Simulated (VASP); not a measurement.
Set up this calculation in VASP 6.6.1, as the native input.

* Task: single point
* Functional: BLYP
* Potentials or basis: VASP PAW PBE potentials, release 64 (Sb)
* Cutoff: 500 eV
* k mesh: 11 × 11 × 11
* Occupations: fermi-dirac, width 0.1 eV
* Spin: no spin polarisation
* Dipole correction: no
* Further INCAR settings: ALGO = Normal; EDIFF = 1e-06; NBANDS = 8

The structure of Sb lies in POSCAR:

```
Sb
1.0
    3.3119048437      0.0000000000      0.0000000000
    0.0000000000      3.3119048437      0.0000000000
    0.0000000000      0.0000000000      3.3119048437
Sb
1
Direct
    0.0000000000      0.0000000000      0.0000000000
```

This cell differs from its parent crystal: volume scaled by 1.12.

These files were run (other wordings do the same):

INCAR

```
SYSTEM = Sb
  PREC = Accurate
  ENCUT = 500
  EDIFF = 1E-6
  ISMEAR = -1
  SIGMA = 0.1
  LREAL = .FALSE.
  LASPH = .TRUE.
  NELM = 120
  ALGO = Normal
  ISIF = 2
  LWAVE = .FALSE.
  LCHARG = .TRUE.
  GGA = B5
  ALDAX = 1.0
  AGGAX = 1.0
  AGGAC = 1.0
  ALDAC = 0.0
  LELF = .TRUE.
  LVHAR = .TRUE.
  NBANDS = 8
  GGA_COMPAT = .FALSE.
```

KPOINTS

```
Automatic mesh
0
G
  11 11 11
  0 0 0
```

Potentials or basis: VASP PAW PBE potentials, release 64 (Sb).

Run with:

```sh
$ cat potpaw_PBE.64/Sb/POTCAR > POTCAR
$ mpirun -np 1 vasp_std > vasp.out
```

It gave:

```yaml
Pressure: -3.4 GPa
```

Caveat: the PAW data sets were made with another functional, which shifts forces and pressure a little.

Run time: 13 s on 1 thread of Intel(R) Xeon(R) Platinum 8488C (Sapphire Rapids), on a shared host, peak memory 0.14 GiB.
